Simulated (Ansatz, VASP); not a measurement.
## CoSi2 in VASP and in Ansatz

```xyz
9
Lattice="2.6799 -2.6799 0.0000 2.6799 0.0000 -2.6799 6.5146 6.5146 6.5146" Properties=species:S:1:pos:R:3 pbc="T T T"
Co    7.8166    2.4567    5.1366
Co    5.1366    2.4567    2.4567
Co    5.1366   -0.2232   -0.2232
Si    6.4766    1.1167    1.1167
Si    3.7967   -1.5632    1.1167
Si    6.4766    3.7967    3.7967
Si    3.7967   -1.5632   -1.5632
Si    9.1565    1.1167    1.1167
Si    3.7967    1.1167    1.1167
```

Alike in both runs: task single point; functional PBE; k mesh 14 × 14 × 5; occupations gaussian, width 0.15 eV; no spin polarisation.

|  | VASP | Ansatz |
| --- | --- | --- |
| version | VASP 6.6.1 | Ansatz 0.2.0 |
| potentials or method | VASP PAW PBE potentials, release 64 (Co, Si), cutoff 520 eV | scalar-relativistic, plane waves, PAW |
| valence electrons in the cell | 51 | 75 |

Ansatz gave:

| Quantity | Value |
| --- | --- |
| gap on the k mesh at the Fermi level (eV) | none |
| pressure (GPa) | -4.8 |
| traceless stress, the component that is largest in VASP (GPa) | 0.55 |
| rms of the force components (eV/Å) | 0.229 |

Problem. What did VASP give for the same quantities?

Solution. gap on the k mesh at the Fermi level (eV): none; pressure (GPa): -4.8; traceless stress, the component that is largest in VASP (GPa): 0.56; rms of the force components (eV/Å): 0.226.

Atom by atom the forces differ by 0.007 eV/Å (rms over components). A gap of «none» marks a metal or a gap that the smearing closes. VASP's potentials hold 51 valence electrons a cell and Ansatz's 75, so a difference there can come from the potentials and not from the codes.
